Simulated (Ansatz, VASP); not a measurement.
## Two plane-wave programs on AlN

The input POSCAR:

```
AlN
1.0
    0.0000000000      2.1848764855      2.1848764855
    2.1848764855      0.0000000000      2.1848764855
    2.1848764855      2.1848764855      0.0000000000
Al N
1 1
Direct
    0.0000000000      0.0000000000      0.0000000000
    0.7500000000      0.7500000000      0.7500000000
```

INCAR.step1

```
SYSTEM = AlN
  ALGO = Normal
  EDIFF = 1E-5
  ENCUT = 520
  GGA = PE
  ISIF = 2
  ISMEAR = 0
  LASPH = .TRUE.
  LREAL = .FALSE.
  LWAVE = .TRUE.
  NBANDS = 11
  NELM = 80
  PREC = Accurate
  SIGMA = 0.01
```

The input INCAR.step2:

```
SYSTEM = AlN
  AEXX = 0.05
  ALGO = Normal
  EDIFF = 1E-7
  ENCUT = 520
  GGA = PE
  HFSCREEN = 0.1
  ISIF = 2
  ISMEAR = 0
  ISTART = 1
  LASPH = .TRUE.
  LCHARG = .TRUE.
  LELF = .TRUE.
  LHFCALC = .TRUE.
  LREAL = .FALSE.
  LVHAR = .TRUE.
  LWAVE = .FALSE.
  NBANDS = 11
  NELM = 80
  PREC = Accurate
  PRECFOCK = Normal
  SIGMA = 0.01
```

KPOINTS

```
k-points
0
G
  4 4 4
  0 0 0
```

Input for Ansatz:

```yaml
crystal:
  lattice:
    - [0.0, 2.1848764855, 2.1848764855]
    - [2.1848764855, 0.0, 2.1848764855]
    - [2.1848764855, 2.1848764855, 0.0]
  atoms:
    - { symbol: Al, position: [0.0, 0.0, 0.0] }
    - { symbol: "N", position: [0.75, 0.75, 0.75] }
kpoints:
  mp_grid: { grid: [4, 4, 4] }
hamiltonian:
  xc: { exchange: pbe, correlation: pbe, exx: { coeff: 0.05, omega: 0.1 } }
scf:
  occupations: { method: fixed }
  n_extra_bands: 4
output:
  forces: true
  stress: true
  eigenvalues: true
```

Alike in both runs: task single point; functional PBE-based screened hybrid; k mesh 4 × 4 × 4; no spin polarisation.

|  | VASP | Ansatz |
| --- | --- | --- |
| version | VASP 6.6.1 | Ansatz 0.2.0 |
| potentials or method | VASP PAW PBE potentials, release 64 (Al, N) | plane waves |
| plane-wave cutoff (eV) | 520 | 420 |
| occupations | gaussian, width 0.01 eV | fixed |
| valence electrons in the cell | 8 | 8 |

|  | VASP | Ansatz | Ansatz less VASP |
| --- | --- | --- | --- |
| gap on the k mesh at the Fermi level (eV) | 3.61 | 3.61 | -0.001 |
| pressure (GPa) | 3.3 | 3.6 | +0.29 |

VASP's potentials were made for PBE, not for PBE-based screened hybrid. Ansatz's warnings: stress exchange threshold loose, stress scf threshold loose.

The k mesh is coarse, so the values compare programs but aren't converged.
